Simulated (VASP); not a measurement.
# Al3H in VASP: a series of runs, part 4 of 4

VASP 6.6.1.

## 5. Relaxation of cell and atoms, PBE

Contents of INCAR:

```
  PREC = Accurate
  ENCUT = 600
  EDIFF = 1E-7
  ISMEAR = 0
  SIGMA = 0.1
  LREAL = F
  LASPH = T
  NELM = 60
  ALGO = Normal
  ISIF = 3
  LWAVE = F
  LCHARG = F
  GGA = PE
  IBRION = 2
  NSW = 90
  EDIFFG = -0.04
```

Contents of KPOINTS:

```
Automatic mesh
0
Gamma
  6 6 6
```

Contents of POSCAR:

```
Al3H
1.0
    3.6699781770      0.0000000000      0.0000000000
    0.0000000000      3.6699781770      0.0000000000
    0.0000000000      0.0000000000      3.6322559236
Al H
3 1
Direct
    0.0000000000      0.5000000000      0.5000000000
    0.5000000000      0.0000000000      0.5000000000
    0.5000000000      0.5000000000      0.0000000000
    0.0000000000      0.0000000000      0.0000000000
```

Launch:

```console
$ cat potpaw_PBE.64/Al/POTCAR potpaw_PBE.64/H/POTCAR > POTCAR
$ mpirun -np 1 vasp_std > vasp.out
```

Wall time 18 s (1 thread of Intel Xeon Platinum 8559C (Emerald Rapids), shared host); peak memory 0.17 GiB.

The run converged. Its results:

| Property | Result |
| --- | --- |
| Free energy | -12.6522 eV |
| Relaxed volume | 14.82 Å³/atom |
| Relaxed cell | a = 3.913 Å, b = 3.913 Å, c = 3.871 Å, α = 90.00°, β = 90.00°, γ = 90.00° |
| Space group after relaxing (to 0.1 Å) | Pm-3m (No. 221) |
| Energy gained by relaxing | 137.1 meV/atom |
| Ionic steps | 3 |
| Pressure after relaxing | 0.1 GPa |
| Band gap on the k mesh | zero (bands 5 and 6 overlap by 4.41 eV) |

Step by step:
```csv
step,energy change (eV),largest force (eV/Å),pressure (GPa),volume (Å³)
1,0.0000,0.0000,19.93,48.92
2,-0.5438,0.0000,-1.24,60.50
3,-0.5483,0.0000,0.09,59.28
```

Final structure:
```yaml
crystal:
  lattice:
    - [3.91327, 0.00000, 0.00000]
    - [0.00000, 3.91327, 0.00000]
    - [0.00000, 0.00000, 3.87110]
  atoms:
    - { symbol: Al, position: [0.00000, 0.50000, 0.50000] }
    - { symbol: Al, position: [0.50000, 0.00000, 0.50000] }
    - { symbol: Al, position: [0.50000, 0.50000, 0.00000] }
    - { symbol: H, position: [0.00000, 0.00000, 0.00000] }
```

Levels at points of the mesh, in eV from the Fermi level:
| k point | band 3 | band 4 | band 5 | band 6 | band 7 | band 8 |
| --- | --- | --- | --- | --- | --- | --- |
| (0.00, 0.00, 0.00) | -1.38 | -1.38 | -1.21 | -0.01 | 0.17 | 6.17 |
| (0.50, 0.00, 0.00) | 0.11 | 0.28 | 0.31 | 1.76 | 1.91 | 1.92 |
| (0.50, 0.50, 0.00) | -5.36 | -5.19 | 1.91 | 2.34 | 3.10 | 3.10 |
| (0.00, 0.00, 0.50) | 0.17 | 0.17 | 0.27 | 1.77 | 1.77 | 1.92 |
| (0.50, 0.00, 0.50) | -5.29 | -5.16 | 1.80 | 2.18 | 2.97 | 3.01 |
| (0.50, 0.50, 0.50) | -3.42 | -3.42 | -3.30 | -2.50 | -2.50 | -2.45 |

Caveat: the volume moved by over 15 % at a fixed basis, so the end points are rough.

## 6. Relaxation of cell and atoms, PBE

This run uses another cell than the first one, of 14.79 Å³/atom.

Contents of INCAR:

```
PREC = Accurate ; ENCUT = 600
EDIFF = 1E-7 ; ISMEAR = 0
SIGMA = 0.1 ; LREAL = F
LASPH = T ; NELM = 100
ALGO = Normal ; ISIF = 3
LWAVE = F ; LCHARG = F
GGA = PE ; IBRION = 2
NSW = 100 ; EDIFFG = -0.01
```

Contents of KPOINTS:

```
regular mesh
0
Gamma
  12 12 12
```

Contents of POSCAR:

```
Al3H
1.0
    3.8965746699      0.0000000000      0.0000000000
    0.0000000000      3.8965746699      0.0000000000
    0.0000000000      0.0000000000      3.8965746699
Al H
3 1
Direct
    0.0000000000      0.5000000000      0.5000000000
    0.5000000000      0.0000000000      0.5000000000
    0.5000000000      0.5000000000      0.0000000000
    0.0000000000      0.0000000000      0.0000000000
```

Potentials or basis: VASP PAW PBE potentials, release 64 (Al, H).

Launch:

```console
$ cat potpaw_PBE.64/Al/POTCAR potpaw_PBE.64/H/POTCAR > POTCAR
$ mpirun -np 1 vasp_std > vasp.out
```

OUTCAR:

```text
PREC = Accurate
   ENCUT = 600
   EDIFF = 1E-7
   ISMEAR = 0
   LREAL = F
   LASPH = T
   NELM = 100
   ISIF = 3
   GGA = PE
   IBRION = 2
   NSW = 100
   EDIFFG = -0.01

 ion  position               nearest neighbor table
   1  0.000  0.500  0.500-   2 2.76   3 2.76   3 2.76   2 2.76   2 2.76   3 2.76   3 2.76   2 2.76

   2  0.500  0.000  0.500-   1 2.76   3 2.76   3 2.76   1 2.76   3 2.76   3 2.76   1 2.76   1 2.76

   3  0.500  0.500  0.000-   1 2.76   2 2.76   1 2.76   2 2.76   2 2.76   2 2.76   1 2.76   1 2.76

   4  0.000  0.000  0.000-

  LATTYP: Found a simple cubic cell.
 ALAT       =     3.8965746699

  Lattice vectors:

 A1 = (   3.8965746699,   0.0000000000,   0.0000000000)
 A2 = (   0.0000000000,   3.8965746699,   0.0000000000)
 A3 = (   0.0000000000,   0.0000000000,   3.8965746699)

Analysis of symmetry for initial positions (statically):
=====================================================================
 Subroutine PRICEL returns:
 Original cell was already a primitive cell.

[... 234 lines left out ...]
      3       4.7876      2.00000
      4       4.7876      2.00000
      5       4.7876      2.00000
      6       6.1796      0.67228
      7       6.1796      0.67228
      8      12.2508      0.00000
      9      13.4627      0.00000
[... 265 lines left out ...]
 k-point    24 :       0.4167    0.3333    0.0000
  band No.  band energies     occupation
      1      -1.5859      2.00000
      2       0.1142      2.00000
      3       1.6698      2.00000
      4       3.2306      2.00000
      5       6.9721      0.00000
      6       7.7386      0.00000
      7       9.0374      0.00000
      8       9.5629      0.00000
      9      10.2235      0.00000

 [... further k-points ...]

------------------------ aborting loop because EDIFF is reached ----------------------------------------

  FORCE on cell =-STRESS in cart. coord.  units (eV):
  Direction    XX          YY          ZZ          XY          YZ          ZX
  --------------------------------------------------------------------------------------
  -------------------------------------------------------------------------------------
  Total        0.0056572      0.0056572      0.0056572     -0.0000000      0.0000000     -0.0000000
  in kB        0.1528301      0.1528301      0.1528301     -0.0000000      0.0000000     -0.0000000
  external PRESSURE =       0.1528301 kB  Pullay stress =       0.0000000 kB

 VOLUME and BASIS-vectors are now :
 -----------------------------------------------------------------------------
  energy-cutoff  :      600.00
  volume of cell :       59.31
      direct lattice vectors                 reciprocal lattice vectors
     3.899722399  0.000000000 -0.000000000     0.256428509  0.000000000 -0.000000000
    -0.000000000  3.899722399 -0.000000000     0.000000000  0.256428509  0.000000000
     0.000000000 -0.000000000  3.899722399     0.000000000  0.000000000  0.256428509

 POSITION                                       TOTAL-FORCE (eV/Angst)
 -----------------------------------------------------------------------------------
      0.00000      1.94986      1.94986        -0.000000      0.000000      0.000000
      1.94986     -0.00000      1.94986        -0.000000      0.000000     -0.000000
      1.94986      1.94986     -0.00000         0.000000     -0.000000     -0.000000
      0.00000      0.00000      0.00000        -0.000000      0.000000     -0.000000
 -----------------------------------------------------------------------------------
    total drift:                               -0.000000     -0.000000     -0.000000

  FREE ENERGIE OF THE ION-ELECTRON SYSTEM (eV)
  ---------------------------------------------------
  free  energy   TOTEN  =       -12.6945202101 eV

  energy  without entropy=      -12.6809956423  energy(sigma->0) =      -12.68775793

 reached required accuracy - stopping structural energy minimisation
```

It took 19 s on 1 thread of Intel Xeon Platinum 8559C (Emerald Rapids), shared host; peak memory 0.2 GiB.

Results:

```yaml
Free_energy: -12.6945 eV
Relaxed_volume: 14.83 Å³/atom
Relaxed_cell: a = 3.900 Å, b = 3.900 Å, c = 3.900 Å, α = 90.00°, β = 90.00°, γ = 90.00°
Space_group_after_relaxing_to_0.1_Å: Pm-3m (No. 221)
Energy_gained_by_relaxing: 0.0 meV/atom
Ionic_steps: 2
Pressure_after_relaxing: 0.0 GPa
Band_gap_on_the_k_mesh: zero (bands 5 and 6 overlap by 4.34 eV)
```

Final structure:
```cif
data_structure
_symmetry_space_group_name_H-M 'P 1'
_symmetry_Int_Tables_number 1
_cell_length_a 3.8997
_cell_length_b 3.8997
_cell_length_c 3.8997
_cell_angle_alpha 90.000
_cell_angle_beta 90.000
_cell_angle_gamma 90.000
_cell_volume 59.31
loop_
_atom_site_label
_atom_site_type_symbol
_atom_site_fract_x
_atom_site_fract_y
_atom_site_fract_z
_atom_site_occupancy
Al1 Al 0.00000 0.50000 0.50000 1
Al2 Al 0.50000 0.00000 0.50000 1
Al3 Al 0.50000 0.50000 0.00000 1
H1 H 0.00000 0.00000 0.00000 1
```

Levels at points of the mesh, in eV from the Fermi level:
```
           k point  band 3  band 4  band 5  band 6  band 7  band 8
(0.00, 0.00, 0.00)   -1.36   -1.36   -1.36    0.03    0.03    6.10
(0.50, 0.00, 0.00)    0.15    0.15    0.21    1.76    1.76    1.89
(0.50, 0.50, 0.00)   -5.37   -5.25    1.80    2.15    2.98    2.98
(0.50, 0.50, 0.50)   -3.46   -3.46   -3.40   -2.53   -2.53   -2.53
```

## 7. The runs side by side

| task | cell | k mesh | cutoff (eV) | gap on the mesh (eV) | pressure (GPa) | relaxed volume (Å³/atom) |
| --- | --- | --- | --- | --- | --- | --- |
| single point | a = 3.670, b = 3.670, c = 3.632 Å, 4 atoms | 6 × 6 × 6 | 520 | none | 19.9 | - |
| single point | a = 3.907, b = 3.907, c = 3.877 Å, 4 atoms | 6 × 6 × 6 | 520 | none | 0.2 | - |
| single point | a = 3.901 Å, 4 atoms | 12 × 12 × 12 | 520 | none | -0.1 | - |
| relaxation of cell and atoms | relaxed from a = 3.670, b = 3.670, c = 3.632 Å, 4 atoms | 6 × 6 × 6 | 600 | none | 0.1 | 14.82 |
| relaxation of cell and atoms | relaxed from a = 3.897 Å, 4 atoms | 12 × 12 × 12 | 600 | none | 0.0 | 14.83 |

Alike in all rows: level PBE; potentials or basis VASP PAW PBE potentials, release 64 (Al, H); no spin polarisation; smearing gaussian 0.1 eV.

Caveats: the cell stands under pressure (at least some runs); the volume moved by over 15 % at a fixed basis, so the end points are rough (at least some runs).

Total energies depend on the potentials used, so only differences within one code and one set of settings carry meaning.
